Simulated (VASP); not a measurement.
# ScPd3 (Pm-3m) in VASP: electric field gradients with LDA

Aim: the electric field gradients of ScPd3 with LDA.

Program: VASP 6.6.1. These are calculated values, not measurements. Logs are shortened: lines on timing, memory, paths and dates and some standing lists are left out, and cuts for length are marked.

## (1) The cell of the first run

Symmetry: Pm-3m, No. 221, cubic system. Conventional cell: a = 3.902 Å, b = 3.902 Å, c = 3.902 Å, α = 90.00°, β = 90.00°, γ = 90.00°. Sc (site symmetry m-3m) has 12 Pd at 2.76 Å within 3.6 Å. Pd (site symmetry 4/mmm) has 4 Sc at 2.76 Å and 8 Pd at 2.76 Å within 3.6 Å.

## (2) Electric field gradients, LDA

Input file INCAR:

```
PREC = Accurate
ENCUT = 520
EDIFF = 1E-8
ISMEAR = -1
SIGMA = 0.05
LREAL = False
LASPH = True
NELM = 80
ALGO = Normal
ISIF = 2
LWAVE = False
LCHARG = False
LEFG = True
NBANDS = 28
```

Input file KPOINTS:

```
regular mesh
0
Gamma
  9 9 9
```

Input file POSCAR:

```
ScPd3
1.0
    3.9024969916      0.0000000000      0.0000000000
    0.0000000000      3.9024969916      0.0000000000
    0.0000000000      0.0000000000      3.9024969916
Sc Pd
1 3
Direct
    0.0000000000      0.0000000000      0.0000000000
    0.0000000000      0.5000000000      0.5000000000
    0.5000000000      0.0000000000      0.5000000000
    0.5000000000      0.5000000000      0.0000000000
```

Potentials or basis: VASP PAW LDA potentials, release 64 (Sc_sv, Pd).

Run with:

```sh
cat potpaw_LDA.64/Sc_sv/POTCAR potpaw_LDA.64/Pd/POTCAR > POTCAR
mpirun -np 1 vasp_std > vasp.out
```

OUTCAR:

```text
PREC = Accurate
   ENCUT = 520
   EDIFF = 1E-8
   ISMEAR = -1
   LREAL = False
   LASPH = True
   NELM = 80
   ISIF = 2

 ion  position               nearest neighbor table
   1  0.000  0.000  0.000-   2 2.76   3 2.76   4 2.76   2 2.76   3 2.76   2 2.76   4 2.76   2 2.76
                             3 2.76   4 2.76   3 2.76   4 2.76
   2  0.000  0.500  0.500-   1 2.76   3 2.76   4 2.76   1 2.76   4 2.76   1 2.76   3 2.76   1 2.76
                             3 2.76   4 2.76   4 2.76   3 2.76
   3  0.500  0.000  0.500-   1 2.76   2 2.76   4 2.76   1 2.76   4 2.76   2 2.76   4 2.76   4 2.76
                             1 2.76   2 2.76   1 2.76   2 2.76
   4  0.500  0.500  0.000-   1 2.76   2 2.76   3 2.76   2 2.76   3 2.76   1 2.76   3 2.76   3 2.76
                             1 2.76   2 2.76   2 2.76   1 2.76

  LATTYP: Found a simple cubic cell.
 ALAT       =     3.9024969916

  Lattice vectors:

 A1 = (   3.9024969916,   0.0000000000,   0.0000000000)
 A2 = (   0.0000000000,   3.9024969916,   0.0000000000)
 A3 = (   0.0000000000,   0.0000000000,   3.9024969916)

Analysis of symmetry for initial positions (statically):
=====================================================================
 Subroutine PRICEL returns:
 Original cell was already a primitive cell.

 Routine SETGRP: Setting up the symmetry group for a
 simple cubic supercell.

 Subroutine GETGRP returns: Found 48 space group operations
 (whereof 48 operations were pure point group operations)
 out of a pool of 48 trial point group operations.

The static configuration has the point symmetry O_h .

Analysis of symmetry for dynamics (positions and initial velocities):
=====================================================================
 Subroutine PRICEL returns:
 Original cell was already a primitive cell.

 Routine SETGRP: Setting up the symmetry group for a
 simple cubic supercell.

 Subroutine GETGRP returns: Found 48 space group operations
 (whereof 48 operations were pure point group operations)
 out of a pool of 48 trial point group operations.

The dynamic configuration has the point symmetry O_h .

 Subroutine INISYM returns: Found 48 space group operations
 (whereof 48 operations are pure point group operations),
 and found     1 'primitive' translations

----------------------------------------------------------------------------------------

                                     Primitive cell

  volume of cell :      59.4330

  direct lattice vectors                    reciprocal lattice vectors
     3.902496992  0.000000000  0.000000000     0.256246194  0.000000000  0.000000000
     0.000000000  3.902496992  0.000000000     0.000000000  0.256246194  0.000000000
     0.000000000  0.000000000  3.902496992     0.000000000  0.000000000  0.256246194

  length of vectors
     3.902496992  3.902496992  3.902496992     0.256246194  0.256246194  0.256246194

  position of ions in fractional coordinates (direct lattice)
     0.000000000  0.000000000  0.000000000
     0.000000000  0.500000000  0.500000000
     0.500000000  0.000000000  0.500000000
     0.500000000  0.500000000  0.000000000

  ion indices of the primitive-cell ions
   primitive index   ion index
                 1           1
                 2           2
                 3           3
                 4           4

----------------------------------------------------------------------------------------

 KPOINTS: regular mesh

Automatic generation of k-mesh.
 Grid dimensions read from file:
 generate k-points for:    9    9    9

 Generating k-lattice:

  Cartesian coordinates                     Fractional coordinates (reciprocal lattice)
[... 44 lines left out ...]
   total plane-waves  NPLWV =  27000
   dimension x,y,z NGX =    30 NGY =   30 NGZ =   30
   dimension x,y,z NGXF=    60 NGYF=   60 NGZF=   60
   ions per type =               1   3
   NGX,Y,Z   is equivalent  to a cutoff of  12.78, 12.78, 12.78 a.u.
   NGXF,Y,Z  is equivalent  to a cutoff of  25.56, 25.56, 25.56 a.u.
 SYSTEM =  unknown system
   PREC   = accura    normal or accurate (medium, high low for compatibility)
   ISTART =      0    job   : 0-new  1-cont  2-samecut
   ICHARG =      2    charge: 1-file 2-atom 10-const
   ISPIN  =      1    spin polarized calculation?
   LNONCOLLINEAR =      F non collinear calculations
   LSORBIT =      F    spin-orbit coupling
   LASPH  =      T    aspherical Exc in radial PAW
   ENCUT  =  520.0 eV  38.22 Ry    6.18 a.u.   7.26  7.26  7.26*2*pi/ulx,y,z
   NELM   =     80;   NELMIN=  2; NELMDL= -5     # of ELM steps
   EDIFF  = 0.1E-07   stopping-criterion for ELM
   LREAL  =      F    real-space projection
   EDIFFG = 0.1E-06   stopping-criterion for IOM
   NSW    =      0    number of steps for IOM
   IBRION =     -1    ionic relax: 0-MD 1-quasi-New 2-CG
   NFREE  =      0    steps in history (QN), initial steepest desc. (CG)
   ISIF   =      2    stress and relaxation
   ISYM   =      2    0-nonsym 1-usesym 2-fastsym
   POTIM  = 0.5000    time-step for ionic-motion
   TEBEG  =    0.0;   TEEND  =   0.0 temperature during run
   PSTRESS=    0.0 pullay stress
   NELECT =      41.0000    total number of electrons
   NUPDOWN=      -1.0000    fix difference up-down
   EMIN   =  10.00;   EMAX   =-10.00  energy-range for DOS
   EFERMI =   0.00;   METHOD = LEGACY
   ISMEAR =    -1;   SIGMA  =   0.05  broadening in eV -4-tet -1-fermi 0-gaus
   EFERMI_NEDOS =   21; number of points for ismear=-14 and -15
   IALGO  =     38    algorithm
   IMIX   =      4    mixing-type and parameters
     AMIX     =   0.40;   BMIX     =  1.00
     AMIX_MAG =   1.60;   BMIX_MAG =  1.00
  volume/ion in A,a.u.               =      14.86       100.27
  Fermi-wavevector in a.u.,A,eV,Ry     =   1.446528  2.733542 28.469423  2.092444
  Thomas-Fermi vector in A             =   2.564586
   LORBIT       =      0    0 simple, 1 ext, 2 COOP (PROOUT), +10 PAW based schemes
   GGA     = CA    functional components
   LHFCALC =     F    Hartree Fock is set to
   AEXX    =    0.0000 exact exchange contribution
   IVDW    =     0    specifies the selected vdW correction
   LEPSILON=     F    determine dielectric tensor
   LRPA    =     F    only Hartree local field effects (RPA)
 non-spin polarized calculation
  energy-cutoff  :      520.00
  volume of cell :       59.43
 maximum number of plane-waves:      1616
 NGX is ok and might be reduce to    30
   NGX = 15   NGY = 15   NGZ = 15

 number of electron      41.0000020 magnetization

 Free energy of the ion-electron system (eV)
  ---------------------------------------------------
  ext. energy  EPLUGINS =         0.00000000
  ---------------------------------------------------
  free energy    TOTEN  =       -29.76403773 eV

  energy without entropy =      -29.73874979  energy(sigma->0) =      -29.75139376

 E-fermi :   9.0444     XC(G=0): -13.2118

 val. band max:        9.0293096828   @ k =   0.2222   0.1111   0.0000
 cond. band min:       9.0714039374   @ k =   0.1111   0.1111   0.1111
 fundamental gap:      0.0420942546
 Fermi energy:         9.0444409138

 k-point     1 :       0.0000    0.0000    0.0000
  band No.  band energies     occupation
      1     -39.3680      2.00000
      2     -18.3656      2.00000
      3     -18.3656      2.00000
      4     -18.3656      2.00000
      5       2.0206      2.00000
      6       3.6977      2.00000
[... 733 lines left out ...]
     27      14.5087      0.00000
     28      15.0861      0.00000

 [... further k-points ...]

------------------------ aborting loop because EDIFF is reached ----------------------------------------

  FORCE on cell =-STRESS in cart. coord.  units (eV):
  Direction    XX          YY          ZZ          XY          YZ          ZX
  --------------------------------------------------------------------------------------
  -------------------------------------------------------------------------------------
  Total        0.2382401      0.2382401      0.2382401      0.0000000      0.0000000     -0.0000000
  in kB        6.4224050      6.4224050      6.4224050      0.0000000      0.0000000     -0.0000000
  external PRESSURE =       6.4224050 kB  Pullay stress =       0.0000000 kB

 VOLUME and BASIS-vectors are now :
 -----------------------------------------------------------------------------
  energy-cutoff  :      520.00
  volume of cell :       59.43
      direct lattice vectors                 reciprocal lattice vectors
     3.902496992  0.000000000  0.000000000     0.256246194  0.000000000  0.000000000
     0.000000000  3.902496992  0.000000000     0.000000000  0.256246194  0.000000000
     0.000000000  0.000000000  3.902496992     0.000000000  0.000000000  0.256246194

 POSITION                                       TOTAL-FORCE (eV/Angst)
 -----------------------------------------------------------------------------------
      0.00000      0.00000      0.00000         0.000000      0.000000      0.000000
      0.00000      1.95125      1.95125         0.000000      0.000000      0.000000
      1.95125      0.00000      1.95125         0.000000      0.000000      0.000000
      1.95125      1.95125      0.00000         0.000000      0.000000      0.000000
 -----------------------------------------------------------------------------------
    total drift:                                0.000000      0.000000     -0.000000

  FREE ENERGIE OF THE ION-ELECTRON SYSTEM (eV)
  ---------------------------------------------------
  free  energy   TOTEN  =       -29.7640377254 eV

  energy  without entropy=      -29.7387497936  energy(sigma->0) =      -29.75139376

 Electric field gradients (V/A^2)
---------------------------------------------------------------------
 ion       V_xx      V_yy      V_zz      V_xy      V_xz      V_yz
---------------------------------------------------------------------
   1       0.000     0.000     0.000    -0.000    -0.000     0.000
   2     -53.882    26.941    26.941    -0.000     0.000    -0.000
   3      26.941   -53.882    26.941    -0.000     0.000     0.000
   4      26.941    26.941   -53.882    -0.000     0.000    -0.000
---------------------------------------------------------------------

 Electric field gradients after diagonalization (V/A^2)
 (convention: |V_zz| > |V_xx| > |V_yy|)
----------------------------------------------------------------------
 ion       V_xx      V_yy      V_zz     asymmetry (V_yy - V_xx)/ V_zz
----------------------------------------------------------------------
   1       0.000     0.000     0.000      -0.052
   2      26.941    26.941   -53.882       0.000
   3      26.941    26.941   -53.882       0.000
   4      26.941    26.941   -53.882       0.000
----------------------------------------------------------------------

           NMR quadrupolar parameters

 Cq : quadrupolar parameter    Cq=e*Q*V_zz/h
 eta: asymmetry parameters     (V_yy - V_xx)/ V_zz
 Q  : nuclear electric quadrupole moment in mb (millibarn)
----------------------------------------------------------------------
 ion       Cq(MHz)       eta       Q (mb)
----------------------------------------------------------------------
   1       0.000      -0.052       1.000
   2      -0.130       0.000       1.000
   3      -0.130       0.000       1.000
   4      -0.130       0.000       1.000
----------------------------------------------------------------------
```

Wall time 51 s (1 thread of Intel Xeon Platinum 8259CL at 2.50GHz (Skylake/Cascade Lake), shared host); peak memory 0.18 GiB.

What came out:

```
Free energy                             : -29.7640 eV
Pressure                                : 0.6 GPa
Band gap on the k mesh                  : zero (an odd number of electrons rules out a gap without spin polarisation)
Largest electric field gradient by atom : Sc +0.0; Pd -53.9 V/Å²
```

Electric field gradients, principal values (V/Å²):
```csv
atom,least,middle,greatest (by size)
1 Sc,0.000,0.000,0.000
2 Pd,26.941,26.941,-53.882
3 Pd,26.941,26.941,-53.882
4 Pd,26.941,26.941,-53.882
```

Caveat: without QUAD_EFG the Cq values of the log hold for a quadrupole moment of 1 mb, not for the nuclei.
